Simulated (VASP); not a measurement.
A run of VASP 6.6.1 is set up as follows.

The input INCAR:

```
ALGO = Normal
EDIFF = 1E-7
ENCUT = 520
GGA = PS
ISIF = 2
ISMEAR = -1
LASPH = T
LCHARG = F
LREAL = F
LWAVE = F
NBANDS = 12
NELM = 100
PREC = Accurate
SIGMA = 0.05
```

KPOINTS

```
k-points
0
Gamma
  19 19 19
```

Contents of POSCAR:

```
In
1.0
   -1.4041165364      1.4041165364      1.4041165364
    1.4041165364     -1.4041165364      1.4041165364
    1.4041165364      1.4041165364     -1.4041165364
In
1
Direct
    0.0000000000      0.0000000000      0.0000000000
```

Potentials or basis: VASP PAW PBE potentials, release 64 (In_d).

Command:

```sh
$ cat potpaw_PBE.64/In_d/POTCAR > POTCAR
$ mpirun -np 1 vasp_std > vasp.out
```

Q: Predict the pressure.

A: 322.2 GPa.

Caveat: the PAW data sets were made with another functional, which shifts forces and pressure a little.
